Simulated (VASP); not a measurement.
**C5N: single point with PBE+D3(BJ)**

C5N, a slab with vacuum:

```
C N
1.0
     3.64732    0.00000    0.00000
    -1.66588    3.93102    0.00000
     0.00000    0.00000   23.13096
C N
10 2
Direct
  0.50018 0.33339 0.17293
  0.49982 0.66661 0.17293
  0.50018 0.83339 0.22621
  0.49982 0.16661 0.22621
  0.50002 0.33532 0.27947
  0.49998 0.66468 0.27947
  0.50013 0.83665 0.33297
  0.49987 0.16335 0.33297
  0.49976 0.35443 0.38178
  0.50024 0.64557 0.38178
  0.99976 0.60443 0.49851
  0.99976 0.60443 0.54606
```

| Item | Value |
| --- | --- |
| Program | VASP 6.6.1 |
| Task | single point |
| Functional | PBE |
| Dispersion | D3(BJ) |
| Potentials or basis | VASP PAW PBE potentials, release 64 (C, N) |
| Cutoff | 520 eV |
| k mesh | 8 × 7 × 1 |
| Occupations | gaussian, width 0.05 eV |
| Spin | no spin polarisation |

```json
{
 "Largest force": "6.780 eV/Å",
 "Band gap on the k mesh": "zero (bands 25 and 26 overlap by 0.75 eV)",
 "Dispersion energy per atom": "-0.109 eV"
}
```

Forces on the atoms (eV/Å):
```
C   -2.626  6.146  1.137
C    2.626 -6.147  1.138
C   -0.156  0.383 -1.176
C    0.157 -0.380 -1.176
C    0.007 -0.005 -0.005
C   -0.002  0.000 -0.003
C   -0.020  0.000  0.028
C    0.008  0.010  0.011
C   -0.009 -0.107 -0.017
C   -0.028  0.068 -0.068
N    0.054  0.043 -2.049
N   -0.010 -0.009  2.181
```

Levels at points of the mesh, in eV from the Fermi level:
```
           k point  band 23  band 24  band 25  band 26  band 27  band 28
(0.00, 0.00, 0.00)    -1.38    -1.32     0.63     0.69     1.27     1.75
(0.50, 0.00, 0.00)    -1.07    -0.75     0.11     1.12     1.30     1.94
```

Wall time 18 min on 1 thread of Intel Xeon 8259CL, on a shared host, peak memory 0.56 GiB.

Caveat: the standard files for N, O and F lose accuracy on very short bonds.
